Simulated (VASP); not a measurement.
# MoS2 (P6_3/mmc) in VASP: settings compared, part 3 of 3

VASP 6.6.1. Earlier steps stand in the parts before.

## 6. Dielectric tensor, PBEsol

Contents of INCAR:

```
SYSTEM = MoS2
PREC = Accurate
ENCUT = 520
EDIFF = 1E-8
ISMEAR = 0
SIGMA = 0.01
LREAL = .FALSE.
LASPH = .TRUE.
NELM = 80
ALGO = Normal
ISIF = 2
LWAVE = .FALSE.
LCHARG = .FALSE.
GGA = PS
LEPSILON = .TRUE.
```

Contents of KPOINTS:

```
regular mesh
0
G
  10 10 3
  0 0 0
```

Contents of POSCAR:

```
MoS2
1.0
    3.1690000000      0.0000000000      0.0000000000
   -1.5845000000      2.7444345046      0.0000000000
    0.0000000000      0.0000000000     12.3240000000
Mo S
2 4
Direct
    0.6666666667      0.3333333333      0.7500000000
    0.3333333333      0.6666666667      0.2500000000
    0.6666666667      0.3333333333      0.3770000000
    0.3333333333      0.6666666667      0.8770000000
    0.6666666667      0.3333333333      0.1230000000
    0.3333333333      0.6666666667      0.6230000000
```

Potentials or basis: VASP PAW PBE potentials, release 64 (Mo_sv, S).

Started as:

```
$ cat potpaw_PBE.64/Mo_sv/POTCAR potpaw_PBE.64/S/POTCAR > POTCAR
$ mpirun -np 1 vasp_std > vasp.out
```

OUTCAR:

```text
SYSTEM = MoS2
   PREC = Accurate
   ENCUT = 520
   EDIFF = 1E-8
   ISMEAR = 0
   LREAL = .FALSE.
   LASPH = .TRUE.
   NELM = 80
   ISIF = 2
   GGA = PS
   LEPSILON = .TRUE.

 ion  position               nearest neighbor table
   1  0.667  0.333  0.750-   4 2.41   6 2.41   4 2.41   6 2.41   4 2.41   6 2.41
   2  0.333  0.667  0.250-   3 2.41   5 2.41   3 2.41   5 2.41   3 2.41   5 2.41
   3  0.667  0.333  0.377-   2 2.41   2 2.41   2 2.41
   4  0.333  0.667  0.877-   1 2.41   1 2.41   1 2.41
   5  0.667  0.333  0.123-   2 2.41   2 2.41   2 2.41
   6  0.333  0.667  0.623-   1 2.41   1 2.41   1 2.41

  LATTYP: Found a hexagonal cell.
 ALAT       =     3.1690000000
 C/A-ratio  =     3.8889239508

  Lattice vectors:

 A1 = (   3.1690000000,   0.0000000000,   0.0000000000)
 A2 = (  -1.5845000000,   2.7444345046,   0.0000000000)
 A3 = (   0.0000000000,   0.0000000000,  12.3240000000)

Analysis of symmetry for initial positions (statically):
=====================================================================
 Subroutine PRICEL returns:
 Original cell was already a primitive cell.

 Routine SETGRP: Setting up the symmetry group for a
 hexagonal supercell.

 Subroutine GETGRP returns: Found 24 space group operations
 (whereof 12 operations were pure point group operations)
 out of a pool of 24 trial point group operations.

The static configuration has the point symmetry D_3d.
 The point group associated with its full space group is D_6h.

Analysis of symmetry for dynamics (positions and initial velocities):
=====================================================================
 Subroutine PRICEL returns:
 Original cell was already a primitive cell.

 Routine SETGRP: Setting up the symmetry group for a
 hexagonal supercell.

 Subroutine GETGRP returns: Found 24 space group operations
[... 1023 lines left out ...]
  ---------------------------------------------------
  free energy    TOTEN  =        -4.48902888 eV

  energy without entropy =       -4.48902888

------------------------ aborting loop because EDIFF is reached ----------------------------------------

--------------------------------------- Ionic step        2  -------------------------------------------

------------------------ aborting loop because EDIFF is reached ----------------------------------------

--------------------------------------- Ionic step        3  -------------------------------------------

 Free energy of the ion-electron system (eV)
  ---------------------------------------------------
  ---------------------------------------------------
  free energy    TOTEN  =        -1.76341923 eV

  energy without entropy =       -1.76341923

------------------------ aborting loop because EDIFF is reached ----------------------------------------

 PIEZOELECTRIC TENSOR FIELD DIRECTION 3  (e Angst)
 -----------------------------------------------------------------------------
     0.00042  0.00000  0.00000           (  0.00001  0.00000  0.00000)
     0.00000  0.00042  0.00000           (  0.00000  0.00001  0.00000)
     0.00000  0.00000 -0.00492           (  0.00000  0.00000  0.00000)

 PIEZOELECTRIC TENSOR FIELD DIRECTION 3  (C/m^2)
 -----------------------------------------------------------------------------
     0.00006  0.00000  0.00000
     0.00000  0.00006  0.00000
     0.00000  0.00000 -0.00074

 MACROSCOPIC STATIC DIELECTRIC TENSOR (including local field effects in DFT)
 ------------------------------------------------------
          15.276430     0.000000     0.000000
           0.000000    15.276430     0.000000
           0.000000     0.000000     6.636048
 ------------------------------------------------------

 PIEZOELECTRIC TENSOR (including local field effects)  for field in x, y, z        (e  Angst)
          XX          YY          ZZ          XY          YZ          ZX
  --------------------------------------------------------------------------------
  x     0.00000     0.00000     0.00000     0.00000     0.00000     0.00000
  y     0.00000     0.00000     0.00000     0.00000     0.00000     0.00000
  z     0.00000     0.00000     0.00000     0.00000     0.00000     0.00000

 PIEZOELECTRIC TENSOR (including local field effects)  for field in x, y, z        (C/m^2)
          XX          YY          ZZ          XY          YZ          ZX
  --------------------------------------------------------------------------------
  x     0.00000     0.00000     0.00000     0.00000     0.00000     0.00000
  y     0.00000     0.00000     0.00000     0.00000     0.00000     0.00000
  z     0.00000     0.00000     0.00000     0.00000     0.00000     0.00000

 BORN EFFECTIVE CHARGES (including local field effects) (in |e|, cummulative output)
 ---------------------------------------------------------------------------------
 ion    1
    1    -1.03652     0.00000     0.00000
    2    -0.00000    -1.03652     0.00000
    3    -0.00000     0.00000    -0.67413
 ion    2
    1    -1.03652     0.00000     0.00000
    2    -0.00000    -1.03652     0.00000
    3    -0.00000     0.00000    -0.67413
 ion    3
    1     0.51826     0.00000     0.00000
    2     0.00000     0.51826     0.00000
    3     0.00000    -0.00000     0.33707
 ion    4
    1     0.51826     0.00000    -0.00000
    2     0.00000     0.51826     0.00000
    3    -0.00000     0.00000     0.33707
 ion    5
    1     0.51826     0.00000    -0.00000
    2     0.00000     0.51826     0.00000
    3    -0.00000     0.00000     0.33707
 ion    6
    1     0.51826     0.00000     0.00000
    2     0.00000     0.51826     0.00000
    3    -0.00000    -0.00000     0.33707
```

OSZICAR:

```text
N       E                     dE             d eps       ncg     rms          rms(c)
DAV:   1     0.448353989798E+03    0.44835E+03   -0.29703E+04  1952   0.159E+03
[... 13 lines left out ...]
RMM:  11    -0.176341762067E+01   -0.25515E-04    0.75390E-05  3021   0.389E-03    0.102E-03
RMM:  12    -0.176341926885E+01   -0.16482E-05    0.68693E-05  3203   0.153E-03    0.239E-04
RMM:  13    -0.176341861310E+01    0.65575E-06    0.25563E-06  3291   0.860E-04    0.122E-04
RMM:  14    -0.176341777881E+01    0.83429E-06    0.51095E-06  3228   0.685E-04    0.181E-04
RMM:  15    -0.176342017692E+01   -0.23981E-05   -0.87843E-06  2919   0.580E-04    0.487E-05
RMM:  16    -0.176341899735E+01    0.11796E-05    0.15434E-05  2515   0.536E-04    0.378E-05
RMM:  17    -0.176341922707E+01   -0.22972E-06   -0.77702E-06  2281   0.530E-04    0.962E-06
```

Wall time 24 min (1 thread of AMD EPYC 7R13 (Zen 3), shared host); peak memory 0.55 GiB.

What came out:

- Band gap on the k mesh: 0.90 eV (least direct gap 1.87 eV)
- Electronic dielectric tensor (diagonal): 15.28, 15.28, 6.64
- Born charges (mean of the diagonal): Mo -0.92; S +0.46 e

Electronic dielectric tensor:
```
15.28  0.00  0.00
 0.00 15.28  0.00
 0.00  0.00  6.64
```

Born effective charge tensors (e):
atom 1, Mo
```
-1.04  0.00  0.00
 0.00 -1.04  0.00
 0.00  0.00 -0.67
```
atom 2, Mo
```
-1.04  0.00  0.00
 0.00 -1.04  0.00
 0.00  0.00 -0.67
```
atom 3, S
```
0.52 0.00 0.00
0.00 0.52 0.00
0.00 0.00 0.34
```
atom 4, S
```
0.52 0.00 0.00
0.00 0.52 0.00
0.00 0.00 0.34
```
atom 5, S
```
0.52 0.00 0.00
0.00 0.52 0.00
0.00 0.00 0.34
```
atom 6, S
```
0.52 0.00 0.00
0.00 0.52 0.00
0.00 0.00 0.34
```

Caveat: an odd mesh through Γ misses points on the zone boundary, where band edges can lie.

## 7. Vibrations by perturbation theory, PBEsol

Contents of INCAR:

```
SYSTEM = MoS2
  ALGO = Normal
  EDIFF = 1E-8
  ENCUT = 520
  GGA = PS
  IBRION = 8
  ISIF = 2
  ISMEAR = -1
  LASPH = .TRUE.
  LCHARG = .FALSE.
  LREAL = .FALSE.
  LWAVE = .FALSE.
  NELM = 80
  NSW = 1
  PREC = Accurate
  SIGMA = 0.05
```

Contents of KPOINTS:

```
k-points
0
G
  10 10 3
  0 0 0
```

POSCAR is that of step 6.

Potentials or basis: VASP PAW PBE potentials, release 64 (Mo_sv, S).

Started as:

```
$ cat potpaw_PBE.64/Mo_sv/POTCAR potpaw_PBE.64/S/POTCAR > POTCAR
$ mpirun -np 1 vasp_std > vasp.out
```

OUTCAR:

```text
SYSTEM = MoS2
   EDIFF = 1E-8
   ENCUT = 520
   GGA = PS
   IBRION = 8
   ISIF = 2
   ISMEAR = -1
   LASPH = .TRUE.
   LREAL = .FALSE.
   NELM = 80
   NSW = 1
   PREC = Accurate

 ion  position               nearest neighbor table
   1  0.667  0.333  0.750-   4 2.41   6 2.41   4 2.41   6 2.41   4 2.41   6 2.41
   2  0.333  0.667  0.250-   3 2.41   5 2.41   3 2.41   5 2.41   3 2.41   5 2.41
   3  0.667  0.333  0.377-   2 2.41   2 2.41   2 2.41
   4  0.333  0.667  0.877-   1 2.41   1 2.41   1 2.41
   5  0.667  0.333  0.123-   2 2.41   2 2.41   2 2.41
   6  0.333  0.667  0.623-   1 2.41   1 2.41   1 2.41

  LATTYP: Found a hexagonal cell.
 ALAT       =     3.1690000000
 C/A-ratio  =     3.8889239508

  Lattice vectors:

 A1 = (   3.1690000000,   0.0000000000,   0.0000000000)
 A2 = (  -1.5845000000,   2.7444345046,   0.0000000000)
 A3 = (   0.0000000000,   0.0000000000,  12.3240000000)

Analysis of symmetry for initial positions (statically):
=====================================================================
 Subroutine PRICEL returns:
 Original cell was already a primitive cell.

 Routine SETGRP: Setting up the symmetry group for a
 hexagonal supercell.

 Subroutine GETGRP returns: Found 24 space group operations
 (whereof 12 operations were pure point group operations)
 out of a pool of 24 trial point group operations.

The static configuration has the point symmetry D_3d.
 The point group associated with its full space group is D_6h.

Analysis of symmetry for dynamics (positions and initial velocities):
=====================================================================
 Subroutine PRICEL returns:
 Original cell was already a primitive cell.

 Routine SETGRP: Setting up the symmetry group for a
[... 1025 lines left out ...]

[... ionic steps 2 to 9 ...]

--------------------------------------- Ionic step       10  -------------------------------------------

------------------------ aborting loop because EDIFF is reached ----------------------------------------

[... ionic steps 11 to 11 ...]

--------------------------------------- Ionic step       12  -------------------------------------------

 Free energy of the ion-electron system (eV)
  ---------------------------------------------------
  ---------------------------------------------------
  free energy    TOTEN  =        -0.14802579 eV

  energy without entropy =       -0.14802578

------------------------ aborting loop because EDIFF is reached ----------------------------------------

 INTERNAL STRAIN TENSOR  FOR ION    3  DIRECTION 3   (eV/Angst):
 -----------------------------------------------------------------------------
    -9.62018 -0.00000  0.00000
    -0.00000 -9.62018  0.00000
     0.00000  0.00000-28.20603

 INTERNAL STRAIN TENSOR FOR ION    6 for displacements in x,y,z  (eV/Angst):
          X           Y           Z          XY          YZ          ZX
  --------------------------------------------------------------------------------
  x     0.00000     0.00000     0.00000    -2.91817     0.00000    12.65370
  y    -2.91817     2.91817    -0.00000    -0.00000    14.26518     0.00000
  z     9.62018     9.62018    28.20603     0.00000    -0.00000    -0.00000

 SECOND DERIVATIVES (NOT SYMMETRIZED)
 ------------------------------------
               1X          1Y          1Z          2X          2Y          2Z          3X          3Y          3Z          4X          4Y          4Z          5X          5Y          5Z          6X          6Y          6Z
  1X   -19.730457    0.000000   -0.000000    0.032083    0.000000   -0.000000    0.038509    0.000000    0.000000    9.810678    0.000000    0.000000    0.038509    0.000000    0.000000    9.810678    0.000000    0.000000
  1Y     0.000000  -19.730457   -0.000000    0.000000    0.032083   -0.000000    0.000000    0.038509    0.000000    0.000000    9.810678   -0.000000    0.000000    0.038509   -0.000000    0.000000    9.810678    0.000000
  1Z     0.000000   -0.000000  -29.452868    0.000000    0.000000    0.211910    0.000000    0.000000   -0.007142    0.000000    0.000000   14.627621    0.000000    0.000000   -0.007142   -0.000000   -0.000000   14.627621
  2X     0.032083    0.000000   -0.000000  -19.730457    0.000000   -0.000000    9.810678    0.000000    0.000000    0.038509    0.000000    0.000000    9.810678    0.000000    0.000000    0.038509    0.000000    0.000000
  2Y     0.000000    0.032083   -0.000000    0.000000  -19.730457   -0.000000    0.000000    9.810678    0.000000    0.000000    0.038509   -0.000000    0.000000    9.810678   -0.000000    0.000000    0.038509    0.000000
  2Z     0.000000    0.000000    0.211910    0.000000   -0.000000  -29.452868   -0.000000   -0.000000   14.627621    0.000000    0.000000   -0.007142    0.000000    0.000000   14.627621    0.000000    0.000000   -0.007142
  3X     0.042749    0.000000    0.000000    9.812016    0.000000   -0.000000   -9.482765    0.000000   -0.000000   -0.017453    0.000000    0.000000   -0.404874    0.000000    0.000000    0.050328    0.000000   -0.000000
  3Y     0.000000    0.042749   -0.000000    0.000000    9.812016   -0.000000    0.000000   -9.482765   -0.000000    0.000000   -0.017453    0.000000    0.000000   -0.404874   -0.000000    0.000000    0.050328    0.000000
  3Z     0.000000    0.000000    0.005924    0.000000    0.000000   14.618499    0.000000    0.000000  -16.699561    0.000000   -0.000000    0.051049   -0.000000    0.000000    1.865494    0.000000    0.000000    0.158595
  4X     9.812016    0.000000    0.000000    0.042749    0.000000    0.000000   -0.017453    0.000000    0.000000   -9.482765    0.000000    0.000000    0.050328    0.000000    0.000000   -0.404874    0.000000    0.000000
  4Y     0.000000    9.812016    0.000000    0.000000    0.042749    0.000000    0.000000   -0.017453    0.000000    0.000000   -9.482765   -0.000000    0.000000    0.050328   -0.000000    0.000000   -0.404874    0.000000
  4Z     0.000000   -0.000000   14.618499   -0.000000   -0.000000    0.005924   -0.000000    0.000000    0.051049   -0.000000    0.000000  -16.699561    0.000000    0.000000    0.158595    0.000000   -0.000000    1.865494
  5X     0.042749    0.000000    0.000000    9.812016    0.000000    0.000000   -0.404874    0.000000    0.000000    0.050328    0.000000    0.000000   -9.482765    0.000000    0.000000   -0.017453    0.000000    0.000000
  5Y     0.000000    0.042749    0.000000    0.000000    9.812016    0.000000    0.000000   -0.404874    0.000000    0.000000    0.050328   -0.000000    0.000000   -9.482765   -0.000000    0.000000   -0.017453    0.000000
  5Z    -0.000000   -0.000000    0.005924    0.000000   -0.000000   14.618499    0.000000   -0.000000    1.865494    0.000000    0.000000    0.158595   -0.000000    0.000000  -16.699561   -0.000000    0.000000    0.051049
  6X     9.812016    0.000000   -0.000000    0.042749    0.000000    0.000000    0.050328    0.000000   -0.000000   -0.404874    0.000000    0.000000   -0.017453    0.000000    0.000000   -9.482765    0.000000   -0.000000
  6Y     0.000000    9.812016   -0.000000    0.000000    0.042749   -0.000000    0.000000    0.050328    0.000000    0.000000   -0.404874   -0.000000    0.000000   -0.017453    0.000000    0.000000   -9.482765   -0.000000
  6Z     0.000000    0.000000   14.618499    0.000000    0.000000    0.005924    0.000000    0.000000    0.158595   -0.000000    0.000000    1.865494    0.000000   -0.000000    0.051049    0.000000    0.000000  -16.699561

 Eigenvectors and eigenvalues of the dynamical matrix
 ----------------------------------------------------

   1 f  =   13.722779 THz    86.222762 2PiTHz  457.742630 cm-1    56.752828 meV
             X         Y         Z           dx          dy          dz
      1.584500  0.914812  9.243000    -0.000000    0.000000   -0.444490
     -0.000000  1.829623  3.081000     0.000000   -0.000000    0.444490
      1.584500  0.914812  4.646148    -0.000000    0.000000   -0.388863
     -0.000000  1.829623 10.808148     0.000000   -0.000000    0.388863
      1.584500  0.914812  1.515852    -0.000000    0.000000   -0.388863
     -0.000000  1.829623  7.677852     0.000000   -0.000000    0.388863
[... 145 lines left out ...]
  18 f/i=    0.001553 THz     0.009756 2PiTHz    0.051791 cm-1     0.006421 meV
             X         Y         Z           dx          dy          dz
      1.584500  0.914812  9.243000    -0.544224   -0.059713    0.000000
     -0.000000  1.829623  3.081000    -0.544224   -0.059713    0.000000
      1.584500  0.914812  4.646148    -0.314541   -0.034512    0.000000
     -0.000000  1.829623 10.808148    -0.314541   -0.034512    0.000000
      1.584500  0.914812  1.515852    -0.314541   -0.034512    0.000000
     -0.000000  1.829623  7.677852    -0.314541   -0.034512    0.000000

--------------------------------------------------------------------------------------------------------

 ELASTIC MODULI CONTR FROM IONIC RELAXATION (kBar)
 Direction    XX          YY          ZZ          XY          YZ          ZX
 --------------------------------------------------------------------------------
 XX        -360.1628   -232.5371   -868.8882      0.0000     -0.0000      0.0000
 YY        -232.5371   -360.1628   -868.8882      0.0000      0.0000     -0.0000
 ZZ        -868.8882   -868.8882  -2547.5509      0.0000     -0.0000      0.0000
 XY           0.0000      0.0000      0.0000    -63.8129      0.0000     -0.0000
 YZ          -0.0000     -0.0000     -0.0000      0.0000  -1330.4006      0.0000
 ZX           0.0000     -0.0000      0.0000      0.0000      0.0000  -1046.7981
 --------------------------------------------------------------------------------
```

Run time: 31 min. Hardware: 1 thread of Oxide Virtual Turin-like, shared host; peak memory 0.96 GiB.

Results:

```
Highest phonon frequency at Γ, LO-TO splitting left out : 458 cm⁻¹
```

Phonon frequencies in cm⁻¹ (negative: imaginary):
```
              q point                                                     frequencies
(0.000, 0.000, 0.000)  0 0 0 30 30 46 276 276 278 278 373 373 373 373 396 398 455 458
```

Caveat: the cell stands under pressure or tension, which shifts response properties.

## 8. Summary

```csv
task,level,potentials or basis,U,k mesh,smearing,dipole correction,tolerance level,purpose,route,k mesh for the DOS,gap on the mesh (eV)
dielectric tensor,PBE,"VASP PAW PBE potentials, release 64 (Mo_sv, S)",-,8 × 8 × 2,gaussian 0.01 eV,no,-,-,-,-,0.99
band structure,TB-mBJ,"VASP PAW PBE potentials, release 64 (Mo_sv, S)",-,10 × 10 × 3,gaussian 0.03 eV,-,tight,bands,KPOINTS_OPT,-,1.18
single point,LDA+U,"VASP PAW LDA potentials, release 64 (Mo_sv, S)",Mo d U = 3.0 eV,10 × 10 × 3,fermi-dirac 0.05 eV,no,-,-,-,15 × 15 × 5,-
single point,LDA+U,"VASP PAW LDA potentials, release 64 (Mo_sv, S)",Mo d U = 5.0 eV,10 × 10 × 3,fermi-dirac 0.05 eV,no,-,-,-,15 × 15 × 5,-
dielectric tensor,PBEsol,"VASP PAW PBE potentials, release 64 (Mo_sv, S)",-,10 × 10 × 3,gaussian 0.01 eV,no,-,-,-,-,0.90
vibrations by perturbation theory,PBEsol,"VASP PAW PBE potentials, release 64 (Mo_sv, S)",-,10 × 10 × 3,fermi-dirac 0.05 eV,no,-,-,-,-,-
```

Alike in all rows: no spin polarisation; cell as given; cutoff (eV) 520.

Caveats: an odd mesh through Γ misses points on the zone boundary, where band edges can lie (at least some runs); the cell stands under pressure or tension, which shifts response properties (at least some runs).

Absolute energies hang on the potentials; compare differences alone.
